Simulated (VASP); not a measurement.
Wanted: the native input for a VASP 6.6.1 run.

- Task: relaxation of cell and atoms
- Functional: PBEsol
- Potentials or basis: VASP PAW PBE potentials, release 64 (Pd)
- Cutoff: 500 eV
- k mesh: 11 × 11 × 11
- Occupations: fermi-dirac, width 0.05 eV
- Spin: no spin polarisation
- Dipole correction: no
- Further INCAR settings: ALGO = Normal; EDIFF = 1e-07; IBRION = 2; EDIFFG = -0.02; NSW = 80; ISIF = 3

The structure of Pd lies in POSCAR:

```
Pd
1.0
    1.5450000000      1.5450000000      1.5450000000
   -1.5450000000      1.5450000000      1.5450000000
   -1.5450000000     -1.5450000000      1.5450000000
Pd
1
Direct
    0.0000000000      0.0000000000      0.0000000000
```

The input as run:

INCAR

```
ALGO = Normal ; EDIFF = 1E-7
EDIFFG = -0.02 ; ENCUT = 500
GGA = PS ; GGA_COMPAT = F
IBRION = 2 ; ISIF = 3
ISMEAR = -1 ; LASPH = T
LCHARG = F ; LREAL = F
LWAVE = F ; NELM = 120
NELMIN = 4 ; NSW = 80
PREC = Accurate ; SIGMA = 0.05
```

KPOINTS

```
k-points
0
Gamma
  11 11 11
```

Potentials or basis: VASP PAW PBE potentials, release 64 (Pd).

Launch:

```console
$ cat potpaw_PBE.64/Pd/POTCAR > POTCAR
$ mpirun -np 1 vasp_std > vasp.out
```

Results of the run:

| Property | Result |
| --- | --- |
| Relaxed volume | 14.66 Å³/atom |
| Relaxed cell | a = 2.670 Å, b = 2.670 Å, c = 2.670 Å, α = 70.53°, β = 109.47°, γ = 70.53° |
| Space group after relaxing (to 0.05 Å) | Im-3m (No. 229) |
| Energy gained by relaxing | 0.3 meV/atom |
| Ionic steps | 3 |
| Pressure after relaxing | 0.0 GPa |
| Band gap on the k mesh | zero (band 5 reaches 10.25 eV, above the bottom of band 6 at 8.65 eV) |

Caveat: the PAW data sets were made with another functional, which shifts forces and pressure a little.

It took 23 s on 1 thread of Intel Xeon 8259CL, with other jobs on the host, peak memory 0.13 GiB.
